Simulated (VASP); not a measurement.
# Zn (P6_3/mmc) in VASP: single point with LDA

Aim: the single point of Zn with LDA.

Everything below comes from runs of VASP 6.6.1. Logs are shortened: lines on timing, memory, paths and dates and some standing lists are left out, and cuts for length are marked.

### Step 1. The cell of the first run

The structure is hexagonal, space group P6_3/mmc (No. 194). The conventional cell has a = 2.554 Å, b = 2.554 Å, c = 4.486 Å, α = 90.00°, β = 90.00°, γ = 120.00°. Zn (site symmetry -6m2) has 12 Zn at 2.55 to 2.68 Å within 3.4 Å.

### Step 2. Single point, LDA

Contents of INCAR:

```
PREC = Accurate
ENCUT = 520
EDIFF = 1E-6
ISMEAR = 0
SIGMA = 0.1
LREAL = F
LASPH = T
NELM = 80
ALGO = Fast
ISIF = 2
LWAVE = F
LCHARG = F
GGA = CA
NBANDS = 19
```

Contents of KPOINTS:

```
Automatic mesh
0
Gamma
  57 57 28
```

Contents of POSCAR:

```
Zn
1.0
    2.5543367835      0.0000000000      0.0000000000
   -1.2771683918      2.2121205443      0.0000000000
    0.0000000000      0.0000000000      4.4855090271
Zn
2
Direct
    0.3333333333      0.6666666667      0.2500000000
    0.6666666667      0.3333333333      0.7500000000
```

Potentials or basis: VASP PAW LDA potentials, release 64 (Zn).

The run is started by

```sh
$ cat potpaw_LDA.64/Zn/POTCAR > POTCAR
$ mpirun -np 1 vasp_std > vasp.out
```

OUTCAR:

```text
PREC = Accurate
   ENCUT = 520
   EDIFF = 1E-6
   ISMEAR = 0
   LREAL = F
   LASPH = T
   NELM = 80
   ISIF = 2
   GGA = CA

 ion  position               nearest neighbor table
   1  0.333  0.667  0.250-   2 2.68   2 2.68   2 2.68   2 2.68   2 2.68   2 2.68
   2  0.667  0.333  0.750-   1 2.68   1 2.68   1 2.68   1 2.68   1 2.68   1 2.68

  LATTYP: Found a hexagonal cell.
 ALAT       =     2.5543367835
 C/A-ratio  =     1.7560366574

  Lattice vectors:

 A1 = (   2.5543367835,   0.0000000000,   0.0000000000)
 A2 = (  -1.2771683918,   2.2121205443,   0.0000000000)
 A3 = (   0.0000000000,   0.0000000000,   4.4855090271)

Analysis of symmetry for initial positions (statically):
=====================================================================
 Subroutine PRICEL returns:
 Original cell was already a primitive cell.

 Routine SETGRP: Setting up the symmetry group for a
 hexagonal supercell.

 Subroutine GETGRP returns: Found 24 space group operations
 (whereof 12 operations were pure point group operations)
 out of a pool of 24 trial point group operations.

The static configuration has the point symmetry D_3d.
 The point group associated with its full space group is D_6h.

Analysis of symmetry for dynamics (positions and initial velocities):
=====================================================================
 Subroutine PRICEL returns:
 Original cell was already a primitive cell.

 Routine SETGRP: Setting up the symmetry group for a
 hexagonal supercell.

 Subroutine GETGRP returns: Found 24 space group operations
 (whereof 12 operations were pure point group operations)
 out of a pool of 24 trial point group operations.

The dynamic configuration has the point symmetry D_3d.
 The point group associated with its full space group is D_6h.

 Subroutine INISYM returns: Found 24 space group operations
 (whereof 12 operations are pure point group operations),
 and found     1 'primitive' translations

----------------------------------------------------------------------------------------

                                     Primitive cell

  volume of cell :      25.3454

  direct lattice vectors                    reciprocal lattice vectors
     2.554336784  0.000000000  0.000000000     0.391491054  0.226027466  0.000000000
    -1.277168392  2.212120544  0.000000000     0.000000000  0.452054931  0.000000000
     0.000000000  0.000000000  4.485509027     0.000000000  0.000000000  0.222940138

  length of vectors
     2.554336784  2.554336783  4.485509027     0.452054931  0.452054931  0.222940138

  position of ions in fractional coordinates (direct lattice)
     0.333333333  0.666666667  0.250000000
     0.666666667  0.333333333  0.750000000

  ion indices of the primitive-cell ions
   primitive index   ion index
                 1           1
                 2           2

----------------------------------------------------------------------------------------

 KPOINTS: Automatic mesh

Automatic generation of k-mesh.
 Grid dimensions read from file:
 generate k-points for:   57   57   28

 Generating k-lattice:

  Cartesian coordinates                     Fractional coordinates (reciprocal lattice)
     0.006868264  0.003965394  0.000000000     0.017543860  0.000000000  0.000000000
     0.000000000  0.007930788  0.000000000     0.000000000  0.017543860  0.000000000
     0.000000000  0.000000000  0.007962148     0.000000000  0.000000000  0.035714286

  Length of vectors
     0.007930788  0.007930788  0.007962148

  Shift w.r.t. Gamma in fractional coordinates (k-lattice)
     0.000000000  0.000000000  0.000000000

 Subroutine IBZKPT returns following result:
 ===========================================

 Found   4500 irreducible k-points:

 Following reciprocal coordinates:
            Coordinates               Weight
  0.000000  0.000000  0.000000      1.000000
  0.017544  0.000000  0.000000      6.000000
  0.035088  0.000000  0.000000      6.000000
  0.052632  0.000000  0.000000      6.000000
  0.070175  0.000000  0.000000      6.000000
  0.087719  0.000000  0.000000      6.000000
[... 16 lines left out ...]
  0.385965  0.000000  0.000000      6.000000
  0.403509 -0.000000  0.000000      6.000000
 [... further k-points ...]
   k-points           NKPTS =   4500   k-points in BZ     NKDIM =   4500   number of bands    NBANDS=     19
   number of dos      NEDOS =    301   number of ions     NIONS =      2
   total plane-waves  NPLWV =  14400
   dimension x,y,z NGX =    20 NGY =   20 NGZ =   36
   dimension x,y,z NGXF=    40 NGYF=   40 NGZF=   72
   ions per type =               2
   NGX,Y,Z   is equivalent  to a cutoff of  13.02, 13.02, 13.34 a.u.
   NGXF,Y,Z  is equivalent  to a cutoff of  26.03, 26.03, 26.69 a.u.
 SYSTEM =  unknown system
   PREC   = accura    normal or accurate (medium, high low for compatibility)
   ISTART =      0    job   : 0-new  1-cont  2-samecut
   ICHARG =      2    charge: 1-file 2-atom 10-const
   ISPIN  =      1    spin polarized calculation?
   LNONCOLLINEAR =      F non collinear calculations
   LSORBIT =      F    spin-orbit coupling
   LASPH  =      T    aspherical Exc in radial PAW
   ENCUT  =  520.0 eV  38.22 Ry    6.18 a.u.   4.75  4.75  8.34*2*pi/ulx,y,z
   NELM   =     80;   NELMIN=  2; NELMDL= -5     # of ELM steps
   EDIFF  = 0.1E-05   stopping-criterion for ELM
   LREAL  =      F    real-space projection
   EDIFFG = 0.1E-04   stopping-criterion for IOM
   NSW    =      0    number of steps for IOM
   IBRION =     -1    ionic relax: 0-MD 1-quasi-New 2-CG
   NFREE  =      0    steps in history (QN), initial steepest desc. (CG)
   ISIF   =      2    stress and relaxation
   ISYM   =      2    0-nonsym 1-usesym 2-fastsym
   POTIM  = 0.5000    time-step for ionic-motion
   TEBEG  =    0.0;   TEEND  =   0.0 temperature during run
   PSTRESS=    0.0 pullay stress
   NELECT =      24.0000    total number of electrons
   NUPDOWN=      -1.0000    fix difference up-down
   EMIN   =  10.00;   EMAX   =-10.00  energy-range for DOS
   EFERMI =   0.00;   METHOD = LEGACY
   ISMEAR =     0;   SIGMA  =   0.10  broadening in eV -4-tet -1-fermi 0-gaus
   EFERMI_NEDOS =   21; number of points for ismear=-14 and -15
   IALGO  =     68    algorithm
   IMIX   =      4    mixing-type and parameters
     AMIX     =   0.40;   BMIX     =  1.00
     AMIX_MAG =   1.60;   BMIX_MAG =  1.00
  volume/ion in A,a.u.               =      12.67        85.52
  Fermi-wavevector in a.u.,A,eV,Ry     =   1.607604  3.037931 35.162759  2.584390
  Thomas-Fermi vector in A             =   2.703606
   LORBIT       =      0    0 simple, 1 ext, 2 COOP (PROOUT), +10 PAW based schemes
   GGA     = CA    functional components
   LHFCALC =     F    Hartree Fock is set to
   AEXX    =    0.0000 exact exchange contribution
   IVDW    =     0    specifies the selected vdW correction
   LEPSILON=     F    determine dielectric tensor
   LRPA    =     F    only Hartree local field effects (RPA)
 non-spin polarized calculation
 RMM-DIIS sequential band-by-band and
 Gauss-broadening in eV      SIGMA  =   0.10
  energy-cutoff  :      520.00
  volume of cell :       25.35
 maximum number of plane-waves:       701
 NGX is ok and might be reduce to    20
   NGX =  9   NGY =  9   NGZ = 17

 number of electron      24.0000000 magnetization

 Free energy of the ion-electron system (eV)
  ---------------------------------------------------
  ext. energy  EPLUGINS =         0.00000000
  ---------------------------------------------------
  free energy    TOTEN  =        -3.71086097 eV

  energy without entropy =       -3.70913072  energy(sigma->0) =       -3.70999584

 E-fermi :   4.4425     XC(G=0): -12.8997

 val. band max:        4.4422313480   @ k =   0.3333   0.2982   0.5000
 cond. band min:       4.4428997820   @ k =   0.1754   0.0702   0.1071
 fundamental gap:      0.0006684340
 Fermi energy:         4.4425246066

 k-point     1 :       0.0000    0.0000    0.0000
  band No.  band energies     occupation
      1      -7.6284      2.00000
      2      -5.1706      2.00000
      3      -4.1679      2.00000
      4      -3.9531      2.00000
      5      -3.9531      2.00000
      6      -3.8602      2.00000
[... 11 lines left out ...]
     18      24.7231      0.00000
     19      24.7263      0.00000

 k-point     2 :       0.0175    0.0000    0.0000
  band No.  band energies     occupation
      1      -7.6184      2.00000
      2      -5.1660      2.00000
      3      -4.1672      2.00000
      4      -3.9538      2.00000
      5      -3.9503      2.00000
      6      -3.8615      2.00000
[... 11 lines left out ...]
     18      24.8851      0.00000
     19      25.1720      0.00000

 k-point     3 :       0.0351    0.0000    0.0000
  band No.  band energies     occupation
      1      -7.5886      2.00000
      2      -5.1521      2.00000
      3      -4.1654      2.00000
      4      -3.9559      2.00000
      5      -3.9421      2.00000
      6      -3.8654      2.00000
[... 11 lines left out ...]
     18      25.2642      0.00000
     19      25.6933      0.00000

 k-point     4 :       0.0526    0.0000    0.0000
  band No.  band energies     occupation
      1      -7.5390      2.00000
      2      -5.1294      2.00000
      3      -4.1629      2.00000
      4      -3.9586      2.00000
      5      -3.9285      2.00000
      6      -3.8714      2.00000
[... 11 lines left out ...]
     18      25.6960      0.00000
     19      25.7650      0.00000

 k-point     5 :       0.0702    0.0000    0.0000
  band No.  band energies     occupation
      1      -7.4698      2.00000
      2      -5.0985      2.00000
      3      -4.1606      2.00000
      4      -3.9614      2.00000
      5      -3.9096      2.00000
      6      -3.8791      2.00000
[... 11 lines left out ...]
     18      25.5832      0.00000
     19      26.4734      0.00000
[... 334 lines left out ...]
      2      -4.7853      2.00000
      3      -4.5132      2.00000
      4      -3.9172      2.00000
      5      -3.8292      2.00000
      6      -3.8017      2.00000
[... 11 lines left out ...]
     18      20.1031      0.00000
     19      22.7381      0.00000

 k-point    22 :       0.3684    0.0000    0.0000
  band No.  band energies     occupation
      1      -4.9530      2.00000
      2      -4.8034      2.00000
      3      -4.5530      2.00000
      4      -3.8882      2.00000
      5      -3.8494      2.00000
      6      -3.8148      2.00000
[... 11 lines left out ...]
     18      20.0127      0.00000
     19      22.5255      0.00000

 k-point    23 :       0.3860    0.0000    0.0000
  band No.  band energies     occupation
      1      -4.9314      2.00000
      2      -4.8176      2.00000
      3      -4.5878      2.00000
      4      -3.8675      2.00000
      5      -3.8614      2.00000
      6      -3.8266      2.00000
[... 11 lines left out ...]
     18      19.9341      0.00000
     19      22.3381      0.00000

 k-point    24 :       0.4035   -0.0000    0.0000
  band No.  band energies     occupation
      1      -4.9241      2.00000
      2      -4.8272      2.00000
      3      -4.6176      2.00000
      4      -3.8834      2.00000
      5      -3.8374      2.00000
      6      -3.8369      2.00000
[... 11 lines left out ...]
     18      19.8671      0.00000
     19      22.1764      0.00000

 [... further k-points ...]
[... 5 lines left out ...]
  --------------------------------------------------------------------------------------
  -------------------------------------------------------------------------------------
  Total        1.3846137      1.3846137      1.3389011     -0.0000000     -0.0000000      0.0000000
  in kB       87.5266969     87.5266969     84.6370241     -0.0000000     -0.0000000      0.0000000
  external PRESSURE =      86.5634726 kB  Pullay stress =       0.0000000 kB

 VOLUME and BASIS-vectors are now :
 -----------------------------------------------------------------------------
  energy-cutoff  :      520.00
  volume of cell :       25.35
      direct lattice vectors                 reciprocal lattice vectors
     2.554336784  0.000000000  0.000000000     0.391491054  0.226027466  0.000000000
    -1.277168392  2.212120544  0.000000000     0.000000000  0.452054931  0.000000000
     0.000000000  0.000000000  4.485509027     0.000000000  0.000000000  0.222940138

 POSITION                                       TOTAL-FORCE (eV/Angst)
 -----------------------------------------------------------------------------------
     -0.00000      1.47475      1.12138        -0.000000     -0.000000      0.000000
      1.27717      0.73737      3.36413         0.000000      0.000000      0.000000
 -----------------------------------------------------------------------------------
    total drift:                               -0.000000      0.000000      0.000000

  FREE ENERGIE OF THE ION-ELECTRON SYSTEM (eV)
  ---------------------------------------------------
  free  energy   TOTEN  =        -3.7108609663 eV

  energy  without entropy=       -3.7091307208  energy(sigma->0) =       -3.70999584
```

Run time: 51 min. Hardware: 1 thread of Oxide Virtual Turin-like, shared host; peak memory 1.6 GiB.

What came out:

```
Free energy            : -3.7109 eV
Pressure               : 8.7 GPa
Band gap on the k mesh : zero (bands 12 and 13 overlap by 3.99 eV)
```

Stress tensor (GPa, compression positive):
```
8.75 0.00 0.00
0.00 8.75 0.00
0.00 0.00 8.46
```

Caveat: the cell stands under pressure.
